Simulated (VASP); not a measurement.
A run of VASP 6.6.1 is set up as follows.

INCAR

```
PREC = Accurate
ENCUT = 600
EDIFF = 1E-6
ISMEAR = -1
SIGMA = 0.05
LREAL = F
LASPH = T
NELM = 60
ALGO = Normal
ISIF = 3
LWAVE = F
LCHARG = F
GGA = PS
IBRION = 2
NSW = 80
EDIFFG = -0.02
PSTRESS = 100.0
```

The input KPOINTS:

```
regular mesh
0
Gamma
  9 9 9
```

File POSCAR:

```
Ta3Cu
1.0
   -2.0065070000      2.0065070000      4.2081700000
    2.0065070000     -2.0065070000      4.2081700000
    2.0065070000      2.0065070000     -4.2081700000
Ta Cu
3 1
Direct
    0.5000000000      0.5000000000      0.0000000000
    0.2500000000      0.7500000000      0.5000000000
    0.7500000000      0.2500000000      0.5000000000
    0.0000000000      0.0000000000      0.0000000000
```

Potentials or basis: VASP PAW PBE potentials, release 64 (Ta_pv, Cu).

Launch:

```console
$ cat potpaw_PBE.64/Ta_pv/POTCAR potpaw_PBE.64/Cu/POTCAR > POTCAR
$ mpirun -np 1 vasp_std > vasp.out
```

(1) Estimate the relaxed volume.

(2) What does it give for the band gap on the k mesh?

Results:

(1) 15.64 Å³/atom.

(2) zero (bands 22 and 23 overlap by 1.54 eV).

Caveat: the cell is relaxed towards a set pressure, so the run minimises the enthalpy, not the energy; the PAW data sets were made with another functional, which shifts forces and pressure a little; spin-orbit coupling is left out, which moves the levels of the heavy elements.
